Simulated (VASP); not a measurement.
# CdSe (Cm) in VASP: further runs, part 2 of 2

VASP 6.6.1. The steps go on from the part before.

## 4. Single point, PBE (atom 1 (Cd) moved by (-0.150, -0.150) A along y and z)

INCAR reads:

```
SYSTEM = CdSe
PREC = Accurate ; ENCUT = 520
EDIFF = 1E-6 ; ISMEAR = 0
SIGMA = 0.05 ; LREAL = .False.
LASPH = .True. ; NELM = 100
ALGO = Normal ; ISIF = 2
LWAVE = .False. ; LCHARG = .False.
GGA = PE ; NBANDS = 26
```

KPOINTS reads:

```
regular mesh
0
Gamma
  6 6 4
  0 0 0
```

POSCAR reads:

```
CdSe
1.0
    4.2984999142      0.0000000000      0.0000000000
   -2.1492499571      3.7226101239      0.0000000000
    0.0000000000      0.0000000000      7.0152000000
Cd Se
2 2
Direct
    0.6465195125      0.2930390250     -0.0213821416
    0.3333333333      0.6666666667      0.5000000000
    0.6666666667      0.3333333333      0.3750000000
    0.3333333333      0.6666666667      0.8750000000
```

Potentials or basis: VASP PAW PBE potentials, release 64 (Cd, Se).

Started as:

```sh
$ cat potpaw_PBE.64/Cd/POTCAR potpaw_PBE.64/Se/POTCAR > POTCAR
$ mpirun -np 1 vasp_std > vasp.out
```

OUTCAR:

```text
SYSTEM = CdSe
   PREC = Accurate
   ENCUT = 520
   EDIFF = 1E-6
   ISMEAR = 0
   LREAL = .False.
   LASPH = .True.
   NELM = 100
   ISIF = 2
   GGA = PE

 ion  position               nearest neighbor table
   1  0.647  0.293  0.979-   4 2.44   4 2.66   4 2.66   3 2.78
   2  0.333  0.667  0.500-   4 2.63   3 2.63   3 2.63   3 2.63
   3  0.667  0.333  0.375-   2 2.63   2 2.63   2 2.63   1 2.78
   4  0.333  0.667  0.875-   1 2.44   2 2.63   1 2.66   1 2.66

  LATTYP: Found a hexagonal cell.
 ALAT       =     4.2984999142
 C/A-ratio  =     1.6320111993
[... 893 lines left out ...]
  Direction    XX          YY          ZZ          XY          YZ          ZX
  --------------------------------------------------------------------------------------
  -------------------------------------------------------------------------------------
  Total        1.9164608      4.6770486      1.5873000      0.0000000      0.8409599      0.0000000
  in kB       27.3530645     66.7540973     22.6550526      0.0000000     12.0027663      0.0000000
  external PRESSURE =      38.9207381 kB  Pullay stress =       0.0000000 kB

 VOLUME and BASIS-vectors are now :
 -----------------------------------------------------------------------------
  energy-cutoff  :      520.00
  volume of cell :      112.25
      direct lattice vectors                 reciprocal lattice vectors
     4.298499914  0.000000000  0.000000000     0.232639297  0.134314361  0.000000000
    -2.149249957  3.722610124  0.000000000     0.000000000  0.268628722  0.000000000
     0.000000000  0.000000000  7.015200000     0.000000000  0.000000000  0.142547611

 POSITION                                       TOTAL-FORCE (eV/Angst)
 -----------------------------------------------------------------------------------
      2.14925      1.09087      6.86520        -0.000000      1.264839      0.861425
     -0.00000      2.48174      3.50760        -0.000000      0.013906     -0.218802
      2.14925      1.24087      2.63070        -0.000000     -0.019838     -0.411343
     -0.00000      2.48174      6.13830         0.000000     -1.258907     -0.231279
 -----------------------------------------------------------------------------------
    total drift:                                0.000000      0.000076      0.000364

  FREE ENERGIE OF THE ION-ELECTRON SYSTEM (eV)
  ---------------------------------------------------
  free  energy   TOTEN  =       -10.7722796389 eV

  energy  without entropy=      -10.7722796389  energy(sigma->0) =      -10.77227964
```

stdout:

```text
POSCAR found type information on POSCAR CdSe
 POSCAR found :  2 types and       4 ions
 scaLAPACK will be used
 LDA part: xc-table for (Slater+PW92), standard interpolation
 POSCAR, INCAR and KPOINTS ok, starting setup
 FFT: planning ... GRIDC
 FFT: planning ... GRID_SOFT
 FFT: planning ... GRID
 WAVECAR not read
 entering main loop
```

Run time: 73 s. Hardware: 1 thread of Intel Xeon Platinum 8488C (Sapphire Rapids), shared host; peak memory 0.29 GiB.

What came out:

```
Free energy            : -10.7723 eV
Pressure               : 3.9 GPa
Largest force          : 1.530 eV/Å
Band gap on the k mesh : 0.64 eV, direct
```

Forces in eV/Å, atoms in the order of the input:
```
Cd   0.000  1.265  0.861
Cd   0.000  0.014 -0.219
Se   0.000 -0.020 -0.411
Se   0.000 -1.259 -0.231
```

Stress tensor (GPa, compression positive):
```
2.74 0.00 0.00
0.00 6.68 1.20
0.00 1.20 2.27
```

Levels at points of the mesh, in eV from the valence-band top:
```
           k point  band 16  band 17  band 18  band 19  band 20  band 21
(0.00, 0.00, 0.00)    -0.07    -0.03     0.00     0.64     2.07     5.63
(0.50, 0.00, 0.00)    -1.96    -1.24    -0.84     2.96     3.34     4.73
(0.00, 0.50, 0.00)    -1.97    -1.39    -0.86     3.22     3.38     4.71
(0.00, 0.00, 0.50)    -0.48    -0.26    -0.24     2.10     2.46     5.71
(0.50, 0.00, 0.50)    -1.43    -1.22    -1.21     2.78     3.02     4.49
(0.00, 0.50, 0.50)    -1.47    -1.23    -1.22     2.86     3.06     4.69
```

Caveat: the cell differs from its parent crystal (atom 1 (Cd) moved by (-0.150, -0.150) A along y and z); forces of over 1 eV/Å act on the atoms, so gaps and moduli don't describe the material at rest.

## 5. Single point, PBE (atom 1 (Cd) moved by (-0.150, +0.150) A along y and z)

INCAR reads:

```
PREC = Accurate
ENCUT = 520
EDIFF = 1E-7
ISMEAR = 0
SIGMA = 0.05
LREAL = False
LASPH = True
NELM = 60
ALGO = Normal
ISIF = 2
LWAVE = False
LCHARG = True
GGA = PE
LELF = True
LVHAR = True
NBANDS = 26
```

KPOINTS reads:

```
Automatic mesh
0
Gamma
  6 6 4
```

Changes to POSCAR since step 4:

```diff
@@ -8,3 +8,3 @@
 Direct
-    0.6465195125      0.2930390250     -0.0213821416
+    0.6465195125      0.2930390250      0.0213821416
     0.3333333333      0.6666666667      0.5000000000
```

Potentials or basis: VASP PAW PBE potentials, release 64 (Cd, Se).

Started as:

```sh
$ cat potpaw_PBE.64/Cd/POTCAR potpaw_PBE.64/Se/POTCAR > POTCAR
$ mpirun -np 1 vasp_std > vasp.out
```

OUTCAR:

```text
PREC = Accurate
   ENCUT = 520
   EDIFF = 1E-7
   ISMEAR = 0
   LREAL = False
   LASPH = True
   NELM = 60
   ISIF = 2
   GGA = PE

 ion  position               nearest neighbor table
   1  0.647  0.293  0.021-   3 2.49   4 2.55   4 2.76   4 2.76
   2  0.333  0.667  0.500-   4 2.63   3 2.63   3 2.63   3 2.63
   3  0.667  0.333  0.375-   1 2.49   2 2.63   2 2.63   2 2.63
   4  0.333  0.667  0.875-   1 2.55   2 2.63   1 2.76   1 2.76

  LATTYP: Found a hexagonal cell.
 ALAT       =     4.2984999142
 C/A-ratio  =     1.6320111993

  Lattice vectors:

 A1 = (   4.2984999142,   0.0000000000,   0.0000000000)
 A2 = (  -2.1492499571,   3.7226101239,   0.0000000000)
 A3 = (   0.0000000000,   0.0000000000,   7.0152000000)

Analysis of symmetry for initial positions (statically):
=====================================================================
 Subroutine PRICEL returns:
 Original cell was already a primitive cell.

 Routine SETGRP: Setting up the symmetry group for a
 hexagonal supercell.

 Subroutine GETGRP returns: Found  2 space group operations
[... 167 lines left out ...]
  energy without entropy =      -10.78227561  energy(sigma->0) =      -10.78227561

 E-fermi :   1.2842     XC(G=0):  -8.8906

 val. band max:        1.0713410265   @ k =   0.0000   0.0000   0.0000
 cond. band min:       1.6255813383   @ k =   0.0000   0.0000   0.0000
 fundamental gap:      0.5542403117
 Fermi energy:         1.2842026563

 k-point     1 :       0.0000    0.0000    0.0000
  band No.  band energies     occupation
      1     -11.8123      2.00000
      2     -11.1385      2.00000
      3      -7.0827      2.00000
      4      -7.0485      2.00000
      5      -7.0479      2.00000
      6      -6.8568      2.00000
[... 685 lines left out ...]
     25       9.2239      0.00000
     26      10.1683      0.00000

 [... further k-points ...]

------------------------ aborting loop because EDIFF is reached ----------------------------------------

  FORCE on cell =-STRESS in cart. coord.  units (eV):
  Direction    XX          YY          ZZ          XY          YZ          ZX
  --------------------------------------------------------------------------------------
  -------------------------------------------------------------------------------------
  Total        1.2029464      2.6189827      4.2010499      0.0000000      0.8210644      0.0000000
  in kB       17.1692900     37.3799463     59.9603122      0.0000000     11.7188038      0.0000000
  external PRESSURE =      38.1698495 kB  Pullay stress =       0.0000000 kB

 VOLUME and BASIS-vectors are now :
 -----------------------------------------------------------------------------
  energy-cutoff  :      520.00
  volume of cell :      112.25
      direct lattice vectors                 reciprocal lattice vectors
     4.298499914  0.000000000  0.000000000     0.232639297  0.134314361  0.000000000
    -2.149249957  3.722610124  0.000000000     0.000000000  0.268628722  0.000000000
     0.000000000  0.000000000  7.015200000     0.000000000  0.000000000  0.142547611

 POSITION                                       TOTAL-FORCE (eV/Angst)
 -----------------------------------------------------------------------------------
      2.14925      1.09087      0.15000         0.000000      0.652727     -1.155399
     -0.00000      2.48174      3.50760        -0.000000      0.024607      0.195439
      2.14925      1.24087      2.63070        -0.000000      0.057152      0.854620
     -0.00000      2.48174      6.13830        -0.000000     -0.734487      0.105340
 -----------------------------------------------------------------------------------
    total drift:                                0.000000      0.000072     -0.000152

  FREE ENERGIE OF THE ION-ELECTRON SYSTEM (eV)
  ---------------------------------------------------
  free  energy   TOTEN  =       -10.7822756062 eV

  energy  without entropy=      -10.7822756062  energy(sigma->0) =      -10.78227561
```

stdout:

```text
POSCAR found type information on POSCAR CdSe
 POSCAR found :  2 types and       4 ions
 scaLAPACK will be used
 LDA part: xc-table for (Slater+PW92), standard interpolation
 POSCAR, INCAR and KPOINTS ok, starting setup
 FFT: planning ... GRIDC
 FFT: planning ... GRID_SOFT
 FFT: planning ... GRID
 WAVECAR not read
 entering main loop
```

Run time: 78 s. Hardware: 1 thread of Intel Xeon Platinum 8488C (Sapphire Rapids), shared host; peak memory 0.29 GiB.

What came out:

```
Free energy            : -10.7823 eV
Pressure               : 3.8 GPa
Largest force          : 1.327 eV/Å
Band gap on the k mesh : 0.55 eV, direct
```

Forces in eV/Å, atoms in the order of the input:
```
Cd   0.000  0.653 -1.155
Cd   0.000  0.025  0.195
Se   0.000  0.057  0.855
Se   0.000 -0.734  0.105
```

Stress tensor (GPa, compression positive):
```
1.72 0.00 0.00
0.00 3.74 1.17
0.00 1.17 6.00
```

Levels at points of the mesh, in eV from the valence-band top:
| k point | band 14 | band 15 | band 16 | band 17 | band 18 | band 19 | band 20 | band 21 | band 22 | band 23 |
| --- | --- | --- | --- | --- | --- | --- | --- | --- | --- | --- |
| (0.00, 0.00, 0.00) | -1.03 | -0.88 | -0.22 | -0.07 | 0.00 | 0.55 | 2.25 | 5.65 | 5.82 | 6.12 |
| (0.50, 0.00, 0.00) | -3.60 | -2.86 | -2.01 | -1.50 | -0.70 | 3.03 | 3.27 | 4.58 | 6.03 | 6.17 |
| (0.00, 0.50, 0.00) | -3.72 | -2.81 | -1.99 | -1.64 | -0.71 | 3.03 | 3.53 | 4.62 | 6.01 | 6.13 |
| (0.00, 0.00, 0.50) | -2.72 | -0.72 | -0.70 | -0.43 | -0.21 | 2.14 | 2.55 | 5.72 | 5.90 | 5.94 |
| (0.50, 0.00, 0.50) | -4.05 | -1.65 | -1.64 | -1.43 | -1.13 | 2.69 | 2.82 | 4.69 | 4.92 | 7.52 |
| (0.00, 0.50, 0.50) | -4.24 | -1.67 | -1.64 | -1.43 | -1.15 | 2.65 | 2.97 | 4.64 | 5.15 | 7.50 |

Caveat: the cell differs from its parent crystal (atom 1 (Cd) moved by (-0.150, +0.150) A along y and z); forces of over 1 eV/Å act on the atoms, so gaps and moduli don't describe the material at rest.

## 6. Single point, PBE (atom 1 (Cd) moved by (+0.150, -0.150) A along y and z)

INCAR reads:

```
  PREC = Accurate
  ENCUT = 520
  EDIFF = 1E-6
  ISMEAR = 0
  SIGMA = 0.05
  LREAL = False
  LASPH = True
  NELM = 60
  ALGO = Normal
  ISIF = 2
  LWAVE = False
  LCHARG = False
  GGA = PE
  NBANDS = 26
```

KPOINTS is that of step 5.

Changes to POSCAR since step 5:

```diff
@@ -8,3 +8,3 @@
 Direct
-    0.6465195125      0.2930390250      0.0213821416
+    0.6868138208      0.3736276416     -0.0213821416
     0.3333333333      0.6666666667      0.5000000000
```

Potentials or basis: VASP PAW PBE potentials, release 64 (Cd, Se).

Started as:

```sh
$ cat potpaw_PBE.64/Cd/POTCAR potpaw_PBE.64/Se/POTCAR > POTCAR
$ mpirun -np 1 vasp_std > vasp.out
```

It took 76 s on 1 thread of Intel Xeon Platinum 8488C (Sapphire Rapids), shared host; peak memory 0.29 GiB.

Results (log left out):

```yaml
Free_energy: -10.7947 eV
Pressure: 3.8 GPa
Largest_force: 1.158 eV/Å
Band_gap_on_the_k_mesh: 0.65 eV, direct
```

Forces on the atoms (eV/Å):
```
Cd   0.000 -0.812  0.826
Cd   0.000 -0.018 -0.219
Se   0.000  0.028 -0.409
Se   0.000  0.802 -0.197
```

Stress tensor (GPa, compression positive):
```
 6.15  0.00  0.00
 0.00  3.04 -0.72
 0.00 -0.72  2.24
```

Levels at points of the mesh, in eV from the valence-band top:
```
           k point  band 14  band 15  band 16  band 17  band 18  band 19  band 20  band 21  band 22  band 23
(0.00, 0.00, 0.00)    -0.96    -0.70    -0.06    -0.04     0.00     0.65     2.08     5.65     5.95     6.10
(0.50, 0.00, 0.00)    -3.76    -2.58    -1.94    -1.33    -0.84     3.14     3.36     4.71     6.07     6.62
(0.00, 0.50, 0.00)    -3.67    -2.69    -1.99    -1.19    -0.85     2.88     3.35     4.76     6.15     6.61
(0.00, 0.00, 0.50)    -2.45    -0.77    -0.48    -0.25    -0.24     2.11     2.47     5.71     5.74     5.93
(0.50, 0.00, 0.50)    -4.15    -1.69    -1.42    -1.23    -1.20     2.89     3.00     4.62     4.84     7.69
(0.00, 0.50, 0.50)    -4.13    -1.69    -1.45    -1.22    -1.20     2.70     3.07     4.45     4.94     7.56
```

Caveat: the cell differs from its parent crystal (atom 1 (Cd) moved by (+0.150, -0.150) A along y and z); forces of over 1 eV/Å act on the atoms, so gaps and moduli don't describe the material at rest.
